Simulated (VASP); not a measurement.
# SnTe (Pm-3m) in VASP: a series of runs, part 2 of 2

VASP 6.6.1.

**3. Single point, PBE (strained)**

File INCAR:

```
SYSTEM = SnTe
ALGO = Normal
EDIFF = 1E-7
ENCUT = 520
GGA = PE
ISIF = 2
ISMEAR = 0
LASPH = .True.
LCHARG = .False.
LREAL = .False.
LWAVE = .False.
NBANDS = 17
NELM = 60
PREC = Accurate
SIGMA = 0.1
```

File KPOINTS:

```
k-points
0
Gamma
  12 12 12
  0 0 0
```

File POSCAR:

```
SnTe
1.0
    3.7764306050      0.0000000000      0.0000000000
    0.0000000000      3.7764306050      0.0000000000
    0.0000000000      0.0000000000      3.7764306050
Sn Te
1 1
Direct
    0.0000000000      0.0000000000      0.0000000000
    0.5000000000      0.5000000000      0.5000000000
```

Potentials or basis: VASP PAW PBE potentials, release 64 (Sn_d, Te).

On the command line:

```
cat potpaw_PBE.64/Sn_d/POTCAR potpaw_PBE.64/Te/POTCAR > POTCAR
mpirun -np 1 vasp_std > vasp.out
```

OUTCAR:

```text
SYSTEM = SnTe
   EDIFF = 1E-7
   ENCUT = 520
   GGA = PE
   ISIF = 2
   ISMEAR = 0
   LASPH = .True.
   LREAL = .False.
   NELM = 60
   PREC = Accurate

 ion  position               nearest neighbor table
   1  0.000  0.000  0.000-   2 3.27   2 3.27   2 3.27   2 3.27   2 3.27   2 3.27   2 3.27   2 3.27

   2  0.500  0.500  0.500-   1 3.27   1 3.27   1 3.27   1 3.27   1 3.27   1 3.27   1 3.27   1 3.27

  LATTYP: Found a simple cubic cell.
 ALAT       =     3.7764306050

  Lattice vectors:

 A1 = (   3.7764306050,   0.0000000000,   0.0000000000)
 A2 = (   0.0000000000,   3.7764306050,   0.0000000000)
 A3 = (   0.0000000000,   0.0000000000,   3.7764306050)

Analysis of symmetry for initial positions (statically):
=====================================================================
 Subroutine PRICEL returns:
 Original cell was already a primitive cell.

 Routine SETGRP: Setting up the symmetry group for a
 simple cubic supercell.

 Subroutine GETGRP returns: Found 48 space group operations
 (whereof 48 operations were pure point group operations)
 out of a pool of 48 trial point group operations.

The static configuration has the point symmetry O_h .

Analysis of symmetry for dynamics (positions and initial velocities):
=====================================================================
 Subroutine PRICEL returns:
 Original cell was already a primitive cell.

 Routine SETGRP: Setting up the symmetry group for a
 simple cubic supercell.

 Subroutine GETGRP returns: Found 48 space group operations
 (whereof 48 operations were pure point group operations)
 out of a pool of 48 trial point group operations.

The dynamic configuration has the point symmetry O_h .

 Subroutine INISYM returns: Found 48 space group operations
 (whereof 48 operations are pure point group operations),
 and found     1 'primitive' translations

----------------------------------------------------------------------------------------

                                     Primitive cell

  volume of cell :      53.8573

[... 102 lines left out ...]
   EFERMI =   0.00;   METHOD = LEGACY
   ISMEAR =     0;   SIGMA  =   0.10  broadening in eV -4-tet -1-fermi 0-gaus
   EFERMI_NEDOS =   21; number of points for ismear=-14 and -15
   IALGO  =     38    algorithm
   IMIX   =      4    mixing-type and parameters
     AMIX     =   0.40;   BMIX     =  1.00
     AMIX_MAG =   1.60;   BMIX_MAG =  1.00
  volume/ion in A,a.u.               =      26.93       181.72
  Fermi-wavevector in a.u.,A,eV,Ry     =   1.176711  2.223662 18.839305  1.384650
  Thomas-Fermi vector in A             =   2.313071
   LORBIT       =      0    0 simple, 1 ext, 2 COOP (PROOUT), +10 PAW based schemes
   GGA     = PE    functional components
   LHFCALC =     F    Hartree Fock is set to
   AEXX    =    0.0000 exact exchange contribution
   IVDW    =     0    specifies the selected vdW correction
   LEPSILON=     F    determine dielectric tensor
   LRPA    =     F    only Hartree local field effects (RPA)
 non-spin polarized calculation
 Gauss-broadening in eV      SIGMA  =   0.10
  energy-cutoff  :      520.00
  volume of cell :       53.86
 maximum number of plane-waves:      1472
   NGX = 15   NGY = 15   NGZ = 15

 number of electron      20.0000011 magnetization

 Free energy of the ion-electron system (eV)
  ---------------------------------------------------
  ext. energy  EPLUGINS =         0.00000000
  ---------------------------------------------------
  free energy    TOTEN  =        -7.01700802 eV

  energy without entropy =       -7.00923555  energy(sigma->0) =       -7.01312179

 E-fermi :   8.3204     XC(G=0): -10.3378

 val. band max:        8.2918132283   @ k =   0.5000   0.5000   0.0833
 cond. band min:       8.3208631056   @ k =   0.4167   0.3333   0.2500
 fundamental gap:      0.0290498773
 Fermi energy:         8.3204040661

 k-point     1 :       0.0000    0.0000    0.0000
  band No.  band energies     occupation
      1     -13.2947      2.00000
      2     -13.2947      2.00000
      3     -13.2430      2.00000
      4     -13.2430      2.00000
      5     -13.2430      2.00000
      6      -4.7127      2.00000
[... 457 lines left out ...]
      4     -13.2527      2.00000
      5     -13.2325      2.00000
      6      -2.7041      2.00000
[... 9 lines left out ...]
     16      16.9199      0.00000
     17      17.2788      0.00000

 [... further k-points ...]
[... 5 lines left out ...]
  --------------------------------------------------------------------------------------
  -------------------------------------------------------------------------------------
  Total        1.5414906      1.5414906      1.5414906      0.0000000      0.0000000     -0.0000000
  in kB       45.8571372     45.8571372     45.8571372      0.0000000      0.0000000     -0.0000000
  external PRESSURE =      45.8571372 kB  Pullay stress =       0.0000000 kB

 VOLUME and BASIS-vectors are now :
 -----------------------------------------------------------------------------
  energy-cutoff  :      520.00
  volume of cell :       53.86
      direct lattice vectors                 reciprocal lattice vectors
     3.776430605  0.000000000  0.000000000     0.264800311  0.000000000  0.000000000
     0.000000000  3.776430605  0.000000000     0.000000000  0.264800311  0.000000000
     0.000000000  0.000000000  3.776430605     0.000000000  0.000000000  0.264800311

 POSITION                                       TOTAL-FORCE (eV/Angst)
 -----------------------------------------------------------------------------------
      0.00000      0.00000      0.00000         0.000000      0.000000      0.000000
      1.88822      1.88822      1.88822         0.000000      0.000000      0.000000
 -----------------------------------------------------------------------------------
    total drift:                               -0.000000      0.000000     -0.000000

  FREE ENERGIE OF THE ION-ELECTRON SYSTEM (eV)
  ---------------------------------------------------
  free  energy   TOTEN  =        -7.0170080246 eV

  energy  without entropy=       -7.0092355484  energy(sigma->0) =       -7.01312179
```

OSZICAR:

```text
N       E                     dE             d eps       ncg     rms          rms(c)
DAV:   1     0.125100013496E+03    0.12510E+03   -0.96469E+03  2884   0.144E+03
DAV:   2     0.339203433194E+01   -0.12171E+03   -0.11875E+03  3105   0.344E+02
DAV:   3    -0.679811882600E+01   -0.10190E+02   -0.10100E+02  3565   0.860E+01
DAV:   4    -0.706628268985E+01   -0.26816E+00   -0.26789E+00  3486   0.142E+01
DAV:   5    -0.707598647398E+01   -0.97038E-02   -0.97031E-02  4032   0.267E+00    0.559E+00
DAV:   6    -0.701859611139E+01    0.57390E-01   -0.12476E-01  4002   0.270E+00    0.354E+00
DAV:   7    -0.701747788979E+01    0.11182E-02   -0.26867E-02  3594   0.951E-01    0.948E-01
DAV:   8    -0.701699933802E+01    0.47855E-03   -0.39574E-03  3658   0.501E-01    0.127E-01
DAV:   9    -0.701703758218E+01   -0.38244E-04   -0.59515E-04  3887   0.184E-01    0.616E-02
DAV:  10    -0.701701743429E+01    0.20148E-04   -0.48251E-05  3691   0.546E-02    0.404E-02
DAV:  11    -0.701700852161E+01    0.89127E-05   -0.42872E-05  3703   0.555E-02    0.237E-02
DAV:  12    -0.701700823911E+01    0.28250E-06   -0.49527E-06  3540   0.181E-02    0.156E-02
DAV:  13    -0.701700796412E+01    0.27498E-06   -0.15731E-07  2741   0.257E-03    0.980E-03
DAV:  14    -0.701700802464E+01   -0.60517E-07   -0.44406E-08  1663   0.111E-03
   1 F= -.70170080E+01 E0= -.70131218E+01  d E =-.777248E-02
```

stdout:

```text
POSCAR found type information on POSCAR SnTe
 POSCAR found :  2 types and       2 ions
 scaLAPACK will be used
 LDA part: xc-table for (Slater+PW92), standard interpolation
 POSCAR, INCAR and KPOINTS ok, starting setup
 FFT: planning ... GRIDC
 FFT: planning ... GRID_SOFT
 FFT: planning ... GRID
 WAVECAR not read
 entering main loop
```

Run time: 95 s. Hardware: 1 thread of Intel Xeon 8259CL, shared host; peak memory 0.21 GiB.

Results:

```yaml
Free_energy: -7.0170 eV
Pressure: 4.6 GPa
Band_gap_on_the_k_mesh: zero (bands 10 and 11 overlap by 2.33 eV)
```

Caveat: the cell differs from its parent crystal (strained); the cell stands under pressure; spin-orbit coupling is left out, which moves the levels of the heavy elements.

**4. Single point, PBE (strained)**

File INCAR:

```
SYSTEM = SnTe
ALGO = Normal ; EDIFF = 1E-6
ENCUT = 520 ; GGA = PE
ISIF = 2 ; ISMEAR = 0
LASPH = .True. ; LCHARG = .True.
LELF = .True. ; LREAL = .False.
LVHAR = .True. ; LWAVE = .False.
NBANDS = 17 ; NELM = 60
PREC = Accurate ; SIGMA = 0.1
```

KPOINTS is that of step 3.

File POSCAR:

```
SnTe
1.0
    3.8887688240      0.0000000000      0.0000000000
    0.0000000000      3.8887688240      0.0000000000
    0.0000000000      0.0000000000      3.8887688240
Sn Te
1 1
Direct
    0.0000000000      0.0000000000      0.0000000000
    0.5000000000      0.5000000000      0.5000000000
```

Potentials or basis: VASP PAW PBE potentials, release 64 (Sn_d, Te).

On the command line:

```
cat potpaw_PBE.64/Sn_d/POTCAR potpaw_PBE.64/Te/POTCAR > POTCAR
mpirun -np 1 vasp_std > vasp.out
```

OUTCAR:

```text
SYSTEM = SnTe
   EDIFF = 1E-6
   ENCUT = 520
   GGA = PE
   ISIF = 2
   ISMEAR = 0
   LASPH = .True.
   LREAL = .False.
   NELM = 60
   PREC = Accurate

 ion  position               nearest neighbor table
   1  0.000  0.000  0.000-   2 3.37   2 3.37   2 3.37   2 3.37   2 3.37   2 3.37   2 3.37   2 3.37

   2  0.500  0.500  0.500-   1 3.37   1 3.37   1 3.37   1 3.37   1 3.37   1 3.37   1 3.37   1 3.37

  LATTYP: Found a simple cubic cell.
 ALAT       =     3.8887688240

  Lattice vectors:

 A1 = (   3.8887688240,   0.0000000000,   0.0000000000)
 A2 = (   0.0000000000,   3.8887688240,   0.0000000000)
 A3 = (   0.0000000000,   0.0000000000,   3.8887688240)

Analysis of symmetry for initial positions (statically):
=====================================================================
 Subroutine PRICEL returns:
 Original cell was already a primitive cell.

 Routine SETGRP: Setting up the symmetry group for a
 simple cubic supercell.

 Subroutine GETGRP returns: Found 48 space group operations
 (whereof 48 operations were pure point group operations)
 out of a pool of 48 trial point group operations.

The static configuration has the point symmetry O_h .

Analysis of symmetry for dynamics (positions and initial velocities):
=====================================================================
[... 155 lines left out ...]
  free energy    TOTEN  =        -7.08679900 eV

  energy without entropy =       -7.08201365  energy(sigma->0) =       -7.08440632

 E-fermi :   7.1957     XC(G=0):  -9.9301

 val. band max:        7.1854793223   @ k =   0.5000   0.5000   0.3333
 cond. band min:       7.2055066173   @ k =   0.5000   0.2500   0.0000
 fundamental gap:      0.0200272950
 Fermi energy:         7.1957274085

 k-point     1 :       0.0000    0.0000    0.0000
  band No.  band energies     occupation
      1     -14.4442      2.00000
      2     -14.4442      2.00000
      3     -14.4050      2.00000
      4     -14.4050      2.00000
      5     -14.4050      2.00000
      6      -5.1909      2.00000
[... 457 lines left out ...]
      4     -14.4117      2.00000
      5     -14.3997      2.00000
      6      -3.5010      2.00000
[... 9 lines left out ...]
     16      15.3366      0.00000
     17      15.9195      0.00000

 [... further k-points ...]
[... 5 lines left out ...]
  --------------------------------------------------------------------------------------
  -------------------------------------------------------------------------------------
  Total        0.0327579      0.0327579      0.0327579      0.0000000      0.0000000      0.0000000
  in kB        0.8924625      0.8924625      0.8924625      0.0000000      0.0000000      0.0000000
  external PRESSURE =       0.8924625 kB  Pullay stress =       0.0000000 kB

 VOLUME and BASIS-vectors are now :
 -----------------------------------------------------------------------------
  energy-cutoff  :      520.00
  volume of cell :       58.81
      direct lattice vectors                 reciprocal lattice vectors
     3.888768824  0.000000000  0.000000000     0.257150796  0.000000000  0.000000000
     0.000000000  3.888768824  0.000000000     0.000000000  0.257150796  0.000000000
     0.000000000  0.000000000  3.888768824     0.000000000  0.000000000  0.257150796

 POSITION                                       TOTAL-FORCE (eV/Angst)
 -----------------------------------------------------------------------------------
      0.00000      0.00000      0.00000         0.000000      0.000000      0.000000
      1.94438      1.94438      1.94438         0.000000      0.000000      0.000000
 -----------------------------------------------------------------------------------
    total drift:                                0.000000     -0.000000     -0.000000

  FREE ENERGIE OF THE ION-ELECTRON SYSTEM (eV)
  ---------------------------------------------------
  free  energy   TOTEN  =        -7.0867989982 eV

  energy  without entropy=       -7.0820136497  energy(sigma->0) =       -7.08440632
```

stdout:

```text
POSCAR found type information on POSCAR SnTe
 POSCAR found :  2 types and       2 ions
 scaLAPACK will be used
 LDA part: xc-table for (Slater+PW92), standard interpolation
 POSCAR, INCAR and KPOINTS ok, starting setup
 FFT: planning ... GRIDC
 FFT: planning ... GRID_SOFT
 FFT: planning ... GRID
 WAVECAR not read
 entering main loop
```

Run time: 1.7 min. Hardware: 1 thread of Intel Xeon 8259CL, shared host; peak memory 0.23 GiB.

What came out:

```yaml
Free_energy: -7.0868 eV
Pressure: 0.1 GPa
Band_gap_on_the_k_mesh: zero (bands 10 and 11 overlap by 1.81 eV)
```

Levels at points of the mesh, in eV from the Fermi level:
```
           k point  band 7  band 8  band 9  band 10  band 11  band 12  band 13  band 14
(0.00, 0.00, 0.00)   -5.28   -1.75   -1.75    -1.75     3.56     3.56     5.43     5.43
(0.50, 0.00, 0.00)   -8.22   -0.25   -0.25     0.04     0.20     2.18     2.18     5.37
(0.50, 0.50, 0.00)   -6.39   -4.83   -4.83     0.31     3.40     3.83     3.83     5.98
(0.50, 0.50, 0.50)   -5.25   -2.90   -2.90    -2.90    -1.34    -1.34    -1.34    14.06
```

Caveat: the cell differs from its parent crystal (strained); spin-orbit coupling is left out, which moves the levels of the heavy elements.

**5. Single point, PBE (strained)**

File INCAR:

```
SYSTEM = SnTe
PREC = Accurate
ENCUT = 520
EDIFF = 1E-7
ISMEAR = 0
SIGMA = 0.1
LREAL = .FALSE.
LASPH = .TRUE.
NELM = 80
ALGO = Normal
ISIF = 2
LWAVE = .FALSE.
LCHARG = .FALSE.
GGA = PE
NBANDS = 17
```

File KPOINTS:

```
regular mesh
0
G
  12 12 12
  0 0 0
```

File POSCAR:

```
SnTe
1.0
    4.0364445780      0.0000000000      0.0000000000
    0.0000000000      4.0364445780      0.0000000000
    0.0000000000      0.0000000000      4.0364445780
Sn Te
1 1
Direct
    0.0000000000      0.0000000000      0.0000000000
    0.5000000000      0.5000000000      0.5000000000
```

On the command line:

```
cat potpaw_PBE.64/Sn_d/POTCAR potpaw_PBE.64/Te/POTCAR > POTCAR
mpirun -np 1 vasp_std > vasp.out
```

Run time: 1.7 min. Hardware: 1 thread of Intel Xeon 8259CL, shared host; peak memory 0.24 GiB.

The run converged. Its results:

```yaml
Free_energy: -7.0013 eV
Pressure: -3.7 GPa
Band_gap_on_the_k_mesh: zero (bands 10 and 11 overlap by 1.27 eV)
```

Levels at points of the mesh, in eV from the Fermi level:
```tsv
k point	band 6	band 7	band 8	band 9	band 10	band 11	band 12	band 13	band 14	band 15
(0.00, 0.00, 0.00)	-11.65	-5.58	-1.47	-1.47	-1.47	3.82	3.82	4.74	4.74	4.74
(0.50, 0.00, 0.00)	-10.68	-7.69	-0.24	-0.18	-0.18	0.09	2.10	2.10	5.59	6.25
(0.50, 0.50, 0.00)	-10.08	-6.27	-4.16	-4.16	0.29	3.09	3.49	3.49	5.82	6.87
(0.50, 0.50, 0.50)	-9.67	-5.39	-2.44	-2.44	-2.44	-0.98	-0.98	-0.98	12.90	12.90
```

Caveat: the cell differs from its parent crystal (strained); the cell stands under tension; spin-orbit coupling is left out, which moves the levels of the heavy elements.

**6. Overview**

| cell | gap on the mesh (eV) | pressure (GPa) |
| --- | --- | --- |
| a = 3.765 Å, 2 atoms | none | 5.1 |
| a = 3.776 Å, 2 atoms | none | 4.6 |
| a = 3.889 Å, 2 atoms | none | 0.1 |
| a = 4.036 Å, 2 atoms | none | -3.7 |

Alike in all rows: task single point; level PBE; potentials or basis VASP PAW PBE potentials, release 64 (Sn_d, Te); no spin polarisation; k mesh 12 × 12 × 12; cutoff (eV) 520; smearing gaussian 0.1 eV.

Caveats: spin-orbit coupling is left out, which moves the levels of the heavy elements; the cell stands under pressure (at least some runs); the cell stands under tension (at least some runs).

Absolute energies hang on the potentials; compare differences alone.
